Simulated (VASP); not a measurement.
Write the native input for VASP 6.6.1 that does the following.

```yaml
Task: single point
Functional: LDA
Potentials_or_basis: VASP PAW LDA potentials, release 64 (Sc_sv)
Cutoff: 520 eV
k_mesh: 13 × 13 × 7
Occupations: fermi-dirac, width 0.03 eV
Spin: no spin polarisation
Dipole_correction: no
Further_INCAR_settings: ALGO = Normal; EDIFF = 1e-07; NBANDS = 18
```

The structure of Sc lies in POSCAR:

```
Sc
1.0
    3.3197906621      0.0000000000      0.0000000000
   -1.6598953310      2.8750230486      0.0000000000
    0.0000000000      0.0000000000      5.2855017897
Sc
2
Direct
    0.3333333333      0.6666666667      0.2500000000
    0.6666666667      0.3333333333      0.7500000000
```

This cell differs from its parent crystal: volume scaled by 1.01.

These files were run (other wordings do the same):

INCAR

```
PREC = Accurate
ENCUT = 520
EDIFF = 1E-7
ISMEAR = -1
SIGMA = 0.03
LREAL = False
LASPH = True
NELM = 100
ALGO = Normal
ISIF = 2
LWAVE = False
LCHARG = False
GGA = CA
NBANDS = 18
```

KPOINTS

```
Automatic mesh
0
Gamma
  13 13 7
```

Potentials or basis: VASP PAW LDA potentials, release 64 (Sc_sv).

The run is started by

```sh
$ cat potpaw_LDA.64/Sc_sv/POTCAR > POTCAR
$ mpirun -np 1 vasp_std > vasp.out
```

It gave:

The pressure is -5.7 GPa and the band gap on the k mesh is zero (band 11 reaches 4.03 eV, above the bottom of band 12 at 2.86 eV).

Run time: 37 s on 1 thread of Intel(R) Xeon(R) Platinum 8488C (Sapphire Rapids) (shared host), peak memory 0.19 GiB.
